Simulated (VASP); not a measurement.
# Al3Ru2 (I4/mmm) in VASP: single point with r2SCAN

Aim: the single point of Al3Ru2 with r2SCAN.

Program: VASP 6.6.1. These are calculated values, not measurements. Logs are shortened: lines on timing, memory, paths and dates and some standing lists are left out, and cuts for length are marked.

## Step 1: The cell of the first run

Symmetry: I4/mmm, No. 139, tetragonal system. The conventional cell has a = 3.078 Å, b = 3.078 Å, c = 14.286 Å, α = 90.00°, β = 90.00°, γ = 90.00°. Within 3.5 Å of Al (site symmetry 4/mmm) lie 8 Ru at 2.65 Å and 6 Al at 2.77 to 3.08 Å. Al (site symmetry 4mm) has 5 Ru at 2.51 to 2.86 Å and 9 Al at 2.70 to 3.08 Å within 3.3 Å. Within 3.3 Å of Ru (site symmetry 4mm) lie 9 Al at 2.51 to 2.86 Å and 5 Ru at 3.02 to 3.08 Å.

## Step 2: Single point, r2SCAN

Contents of POSCAR:

```
Al3Ru2
1.0
   -1.5389008750      1.5389008750      7.1431020300
    1.5389008750     -1.5389008750      7.1431020300
    1.5389008750      1.5389008750     -7.1431020300
Al Ru
3 2
Direct
    0.0000000000      0.0000000000      0.0000000000
    0.8061846200      0.8061846200      0.0000000000
    0.1938153800      0.1938153800      0.0000000000
    0.6058685700      0.6058685700      0.0000000000
    0.3941314300      0.3941314300      0.0000000000
```

Contents of INCAR.step1:

```
SYSTEM = Al3Ru2
ALGO = Normal
EDIFF = 1E-4
ENCUT = 520
GGA = PE
ISMEAR = 0
LASPH = .TRUE.
LCHARG = .FALSE.
LREAL = .FALSE.
LWAVE = .TRUE.
NBANDS = 26
NELM = 100
PREC = Accurate
SIGMA = 0.1
```

Contents of INCAR.step2:

```
SYSTEM = Al3Ru2
ALGO = Normal
EDIFF = 1E-6
ENCUT = 520
ISIF = 2
ISMEAR = 0
ISTART = 1
LASPH = .TRUE.
LCHARG = .FALSE.
LMIXTAU = .TRUE.
LREAL = .FALSE.
LWAVE = .FALSE.
METAGGA = R2SCAN
NBANDS = 26
NELM = 100
PREC = Accurate
SIGMA = 0.1
```

Contents of KPOINTS:

```
k-points
0
G
  8 8 8
  0 0 0
```

Potentials or basis: VASP PAW PBE potentials, release 64 (Al, Ru_pv).

The run is started by

```bash
cat potpaw_PBE.64/Al/POTCAR potpaw_PBE.64/Ru_pv/POTCAR > POTCAR
cp INCAR.step1 INCAR
mpirun -np 1 vasp_std > vasp.out
cp INCAR.step2 INCAR
mpirun -np 1 vasp_std > vasp.out
```

OUTCAR:

```text
SYSTEM = Al3Ru2
   EDIFF = 1E-6
   ENCUT = 520
   ISIF = 2
   ISMEAR = 0
   ISTART = 1
   LASPH = .TRUE.
   LREAL = .FALSE.
   METAGGA = R2SCAN
   NELM = 100
   PREC = Accurate

 ion  position               nearest neighbor table
   1  0.000  0.000  0.000-   5 2.65   4 2.65   4 2.65   4 2.65   4 2.65   5 2.65   5 2.65   5 2.65
                             2 2.77   3 2.77
   2  0.806  0.806  0.000-   5 2.51   5 2.51   5 2.51   5 2.51   3 2.70   3 2.70   3 2.70   3 2.70
                             1 2.77   4 2.86
   3  0.194  0.194  0.000-   4 2.51   4 2.51   4 2.51   4 2.51   2 2.70   2 2.70   2 2.70   2 2.70
                             1 2.77   5 2.86
   4  0.606  0.606  0.000-   3 2.51   3 2.51   3 2.51   3 2.51   1 2.65   1 2.65   1 2.65   1 2.65
                             2 2.86   5 3.02
   5  0.394  0.394  0.000-   2 2.51   2 2.51   2 2.51   2 2.51   1 2.65   1 2.65   1 2.65   1 2.65
                             3 2.86   4 3.02

  LATTYP: Found a body centered tetragonal cell.
 ALAT       =     3.0778017500
 C/A-ratio  =     4.6416907977

  Lattice vectors:

 A1 = (  -1.5389008750,   1.5389008750,   7.1431020300)
 A2 = (   1.5389008750,  -1.5389008750,   7.1431020300)
 A3 = (   1.5389008750,   1.5389008750,  -7.1431020300)

Analysis of symmetry for initial positions (statically):
=====================================================================
 Subroutine PRICEL returns:
 Original cell was already a primitive cell.

 Routine SETGRP: Setting up the symmetry group for a
 body centered tetragonal supercell.

 Subroutine GETGRP returns: Found 16 space group operations
 (whereof 16 operations were pure point group operations)
 out of a pool of 16 trial point group operations.

The static configuration has the point symmetry D_4h.

Analysis of symmetry for dynamics (positions and initial velocities):
=====================================================================
 Subroutine PRICEL returns:
 Original cell was already a primitive cell.

 Routine SETGRP: Setting up the symmetry group for a
 body centered tetragonal supercell.

 Subroutine GETGRP returns: Found 16 space group operations
 (whereof 16 operations were pure point group operations)
 out of a pool of 16 trial point group operations.

The dynamic configuration has the point symmetry D_4h.

 Subroutine INISYM returns: Found 16 space group operations
 (whereof 16 operations are pure point group operations),
 and found     1 'primitive' translations

----------------------------------------------------------------------------------------

                                     Primitive cell

  volume of cell :      67.6656

  direct lattice vectors                    reciprocal lattice vectors
    -1.538900875  1.538900875  7.143102030     0.000000000  0.324907217  0.069997600
     1.538900875 -1.538900875  7.143102030     0.324907217  0.000000000  0.069997600
     1.538900875  1.538900875 -7.143102030     0.324907217  0.324907217  0.000000000

  length of vectors
     7.467284541  7.467284541  7.467284541     0.332361796  0.332361796  0.459488192

  position of ions in fractional coordinates (direct lattice)
     0.000000000  0.000000000  0.000000000
     0.806184620  0.806184620  0.000000000
     0.193815380  0.193815380  0.000000000
     0.605868570  0.605868570  0.000000000
     0.394131430  0.394131430  0.000000000

  ion indices of the primitive-cell ions
   primitive index   ion index
                 1           1
                 2           2
                 3           3
                 4           4
                 5           5

----------------------------------------------------------------------------------------

 KPOINTS: k-points

Automatic generation of k-mesh.
 Grid dimensions read from file:
 generate k-points for:    8    8    8

 Generating k-lattice:

  Cartesian coordinates                     Fractional coordinates (reciprocal lattice)
     0.000000000  0.040613402  0.008749700     0.125000000  0.000000000  0.000000000
     0.040613402  0.000000000  0.008749700     0.000000000  0.125000000  0.000000000
     0.040613402  0.040613402  0.000000000     0.000000000  0.000000000  0.125000000

  Length of vectors
     0.041545225  0.041545225  0.057436024

  Shift w.r.t. Gamma in fractional coordinates (k-lattice)
     0.000000000  0.000000000  0.000000000

 Subroutine IBZKPT returns following result:
 ===========================================

 Found     59 irreducible k-points:

 Following reciprocal coordinates:
            Coordinates               Weight
  0.000000  0.000000  0.000000      1.000000
  0.125000  0.000000  0.000000      8.000000
  0.250000  0.000000  0.000000      8.000000
  0.375000  0.000000 -0.000000      8.000000
  0.500000  0.000000  0.000000      4.000000
  0.125000  0.125000  0.000000      8.000000
[... 16 lines left out ...]
  0.250000  0.125000  0.125000     16.000000
  0.375000  0.125000  0.125000      8.000000
 [... further k-points ...]
   k-points           NKPTS =     59   k-points in BZ     NKDIM =     59   number of bands    NBANDS=     26
   number of dos      NEDOS =    301   number of ions     NIONS =      5
   total plane-waves  NPLWV = 175616
   dimension x,y,z NGX =    56 NGY =   56 NGZ =   56
   dimension x,y,z NGXF=   112 NGYF=  112 NGZF=  112
   ions per type =               3   2
   NGX,Y,Z   is equivalent  to a cutoff of  12.47, 12.47, 12.47 a.u.
   NGXF,Y,Z  is equivalent  to a cutoff of  24.93, 24.93, 24.93 a.u.
 SYSTEM =  Al3Ru2
   PREC   = accura    normal or accurate (medium, high low for compatibility)
   ISTART =      1    job   : 0-new  1-cont  2-samecut
   ICHARG =      0    charge: 1-file 2-atom 10-const
   ISPIN  =      1    spin polarized calculation?
   LNONCOLLINEAR =      F non collinear calculations
   LSORBIT =      F    spin-orbit coupling
   LASPH  =      T    aspherical Exc in radial PAW
   ENCUT  =  520.0 eV  38.22 Ry    6.18 a.u.  13.88 13.88 13.88*2*pi/ulx,y,z
   NELM   =    100;   NELMIN=  2; NELMDL=  0     # of ELM steps
   EDIFF  = 0.1E-05   stopping-criterion for ELM
   LREAL  =      F    real-space projection
   EDIFFG = 0.1E-04   stopping-criterion for IOM
   NSW    =      0    number of steps for IOM
   IBRION =     -1    ionic relax: 0-MD 1-quasi-New 2-CG
   NFREE  =      0    steps in history (QN), initial steepest desc. (CG)
   ISIF   =      2    stress and relaxation
   ISYM   =      2    0-nonsym 1-usesym 2-fastsym
   POTIM  = 0.5000    time-step for ionic-motion
   TEBEG  =    0.0;   TEEND  =   0.0 temperature during run
   PSTRESS=    0.0 pullay stress
   NELECT =      37.0000    total number of electrons
   NUPDOWN=      -1.0000    fix difference up-down
   EMIN   =  10.00;   EMAX   =-10.00  energy-range for DOS
   EFERMI =   0.00;   METHOD = LEGACY
   ISMEAR =     0;   SIGMA  =   0.10  broadening in eV -4-tet -1-fermi 0-gaus
   EFERMI_NEDOS =   21; number of points for ismear=-14 and -15
   IALGO  =     38    algorithm
   IMIX   =      4    mixing-type and parameters
     AMIX     =   0.40;   BMIX     =  1.00
     AMIX_MAG =   1.60;   BMIX_MAG =  1.00
  volume/ion in A,a.u.               =      13.53        91.33
  Fermi-wavevector in a.u.,A,eV,Ry     =   1.338709  2.529792 24.383552  1.792140
  Thomas-Fermi vector in A             =   2.467158
   LORBIT       =      0    0 simple, 1 ext, 2 COOP (PROOUT), +10 PAW based schemes
   METAGGA = R2SCAN    functional components
   LHFCALC =     F    Hartree Fock is set to
   AEXX    =    0.0000 exact exchange contribution
   IVDW    =     0    specifies the selected vdW correction
   LEPSILON=     F    determine dielectric tensor
   LRPA    =     F    only Hartree local field effects (RPA)
 non-spin polarized calculation
 Gauss-broadening in eV      SIGMA  =   0.10
  energy-cutoff  :      520.00
  volume of cell :       67.67
 maximum number of plane-waves:      1844
   NGX = 27   NGY = 27   NGZ = 27

 number of electron      37.0000000 magnetization

 Free energy of the ion-electron system (eV)
  ---------------------------------------------------
  ext. energy  EPLUGINS =         0.00000000
  ---------------------------------------------------
  free energy    TOTEN  =       -74.94771670 eV

  energy without entropy =      -74.94120508  energy(sigma->0) =      -74.94446089

 E-fermi :  10.2534     XC(G=0): -13.1656

 val. band max:       10.2307496748   @ k =   0.0000   0.0000   0.0000
 cond. band min:      10.3641648788   @ k =   0.5000   0.2500  -0.0000
 fundamental gap:      0.1334152041
 Fermi energy:        10.2534235059

 k-point     1 :       0.0000    0.0000    0.0000
  band No.  band energies     occupation
      1     -32.9161      2.00000
      2     -32.8315      2.00000
      3     -32.8315      2.00000
      4     -32.8227      2.00000
      5     -32.8227      2.00000
      6     -32.8134      2.00000
[... 18 lines left out ...]
     25      16.7829      0.00000
     26      16.7829      0.00000

 k-point     2 :       0.1250    0.0000    0.0000
  band No.  band energies     occupation
      1     -32.9129      2.00000
      2     -32.8573      2.00000
      3     -32.8480      2.00000
      4     -32.8293      2.00000
      5     -32.8205      2.00000
      6     -32.8110      2.00000
[... 18 lines left out ...]
     25      17.4864      0.00000
     26      17.8273      0.00000

 k-point     3 :       0.2500    0.0000    0.0000
  band No.  band energies     occupation
      1     -32.9191      2.00000
      2     -32.9084      2.00000
      3     -32.9052      2.00000
      4     -32.8238      2.00000
      5     -32.8150      2.00000
      6     -32.8054      2.00000
[... 18 lines left out ...]
     25      17.4772      0.00000
     26      18.8152      0.00000

 k-point     4 :       0.3750    0.0000   -0.0000
  band No.  band energies     occupation
      1     -32.9805      2.00000
      2     -32.9684      2.00000
      3     -32.8975      2.00000
      4     -32.8184      2.00000
      5     -32.8095      2.00000
      6     -32.7997      2.00000
[... 18 lines left out ...]
     25      18.1905      0.00000
     26      18.3462      0.00000
[... 496 lines left out ...]
      1     -32.9117      2.00000
      2     -32.9078      2.00000
      3     -32.9009      2.00000
      4     -32.8979      2.00000
      5     -32.8953      2.00000
      6     -32.7973      2.00000
[... 18 lines left out ...]
     25      17.3381      0.00000
     26      18.7096      0.00000

 k-point    23 :       0.2500    0.1250    0.1250
  band No.  band energies     occupation
      1     -32.9699      2.00000
      2     -32.9584      2.00000
      3     -32.9031      2.00000
      4     -32.8929      2.00000
      5     -32.8882      2.00000
      6     -32.7917      2.00000
[... 18 lines left out ...]
     25      16.4187      0.00000
     26      17.3299      0.00000

 k-point    24 :       0.3750    0.1250    0.1250
  band No.  band energies     occupation
      1     -32.9946      2.00000
      2     -32.9827      2.00000
      3     -32.9003      2.00000
      4     -32.8903      2.00000
      5     -32.8853      2.00000
      6     -32.7894      2.00000
[... 18 lines left out ...]
     25      16.9164      0.00000
     26      16.9483      0.00000

 [... further k-points ...]
[... 5 lines left out ...]
  --------------------------------------------------------------------------------------
  -------------------------------------------------------------------------------------
  Total        0.0198155      0.0198155     -0.3668205      0.0000000      0.0000000      0.0000000
  in kB        0.4691898      0.4691898     -8.6855238      0.0000000      0.0000000      0.0000000
  external PRESSURE =      -2.5823814 kB  Pullay stress =       0.0000000 kB

 VOLUME and BASIS-vectors are now :
 -----------------------------------------------------------------------------
  energy-cutoff  :      520.00
  volume of cell :       67.67
      direct lattice vectors                 reciprocal lattice vectors
    -1.538900875  1.538900875  7.143102030     0.000000000  0.324907217  0.069997600
     1.538900875 -1.538900875  7.143102030     0.324907217  0.000000000  0.069997600
     1.538900875  1.538900875 -7.143102030     0.324907217  0.324907217  0.000000000

 POSITION                                       TOTAL-FORCE (eV/Angst)
 -----------------------------------------------------------------------------------
      0.00000      0.00000      0.00000        -0.000000     -0.000000      0.000000
      0.00000      0.00000     11.51732        -0.000000     -0.000000      0.035887
      0.00000      0.00000      2.76889        -0.000000     -0.000000     -0.035887
      0.00000      0.00000      8.65556         0.000000      0.000000      0.084567
      0.00000      0.00000      5.63064        -0.000000     -0.000000     -0.084567
 -----------------------------------------------------------------------------------
    total drift:                                0.000000      0.000000     -0.000000

  FREE ENERGIE OF THE ION-ELECTRON SYSTEM (eV)
  ---------------------------------------------------
  free  energy   TOTEN  =       -74.9477166994 eV

  energy  without entropy=      -74.9412050845  energy(sigma->0) =      -74.94446089
```

It took 17 min on 1 thread of AMD EPYC 9R45 (Zen 5), shared host; peak memory 0.47 GiB.

What came out:

| Quantity | Value |
| --- | --- |
| Free energy | -74.9477 eV |
| Pressure | -0.3 GPa |
| Largest force | 0.085 eV/Å |
| Band gap on the k mesh | zero (an odd number of electrons rules out a gap without spin polarisation) |

Forces on the atoms (eV/Å):
```
Al   0.000  0.000  0.000
Al   0.000  0.000  0.036
Al   0.000  0.000 -0.036
Ru   0.000  0.000  0.085
Ru   0.000  0.000 -0.085
```

Stress tensor (GPa, compression positive):
```
 0.05  0.00  0.00
 0.00  0.05  0.00
 0.00  0.00 -0.87
```

Levels at points of the mesh, in eV from the Fermi level:
```tsv
k point	band 16	band 17	band 18	band 19	band 20	band 21	band 22	band 23
(0.00, 0.00, 0.00)	-0.80	-0.80	-0.16	-0.02	3.78	5.11	5.91	5.91
(0.50, 0.00, 0.00)	-1.72	-1.66	-1.05	-0.30	1.61	1.95	4.48	5.42
(0.50, 0.50, 0.00)	-0.49	0.75	0.79	1.44	1.49	2.21	2.49	4.23
(0.50, 0.50, 0.50)	-0.45	-0.45	-0.15	-0.04	2.70	4.77	4.77	6.03
```

Caveat: the PAW data sets were made with another functional, which shifts forces and pressure a little.

The gap in the log of VASP goes by the Fermi energy; the results here count the filled bands.